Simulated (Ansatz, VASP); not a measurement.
# C in VASP and in Ansatz

```xyz
4
Lattice="2.4555 0.0000 0.0000 -1.2277 2.1265 0.0000 0.0000 0.0000 6.7304" Properties=species:S:1:pos:R:3 pbc="T T T"
C     0.0000    0.0000    1.6826
C     0.0000    0.0000    5.0478
C     0.0000    1.4177    1.6826
C     1.2277    0.7088    5.0478
```

Alike in both runs: functional r2SCAN; dispersion D3(BJ); k mesh 21 × 21 × 6; occupations gaussian, width 0.1 eV; no spin polarisation.

Ansatz relaxed the structure, and its values are those at the end. VASP's run is a single point on that final structure, the one shown.

|  | VASP | Ansatz |
| --- | --- | --- |
| version | VASP 6.6.1 | Ansatz 0.2.0 |
| potentials or method | VASP PAW PBE potentials, release 64 (C), cutoff 520 eV | scalar-relativistic, plane waves, PAW |
| valence electrons in the cell | 16 | 16 |

VASP gave:

```
gap on the k mesh at the Fermi level (eV) : none
pressure (GPa)                            : 0.7
```

Task: What did Ansatz give for the same quantities?

Result: gap on the k mesh at the Fermi level (eV): none; pressure (GPa): 0.0.

VASP's potentials were made for PBE, not for r2SCAN. A gap of «none» marks a metal or a gap that the smearing closes. Ansatz's warnings: dispersion damping borrowed.
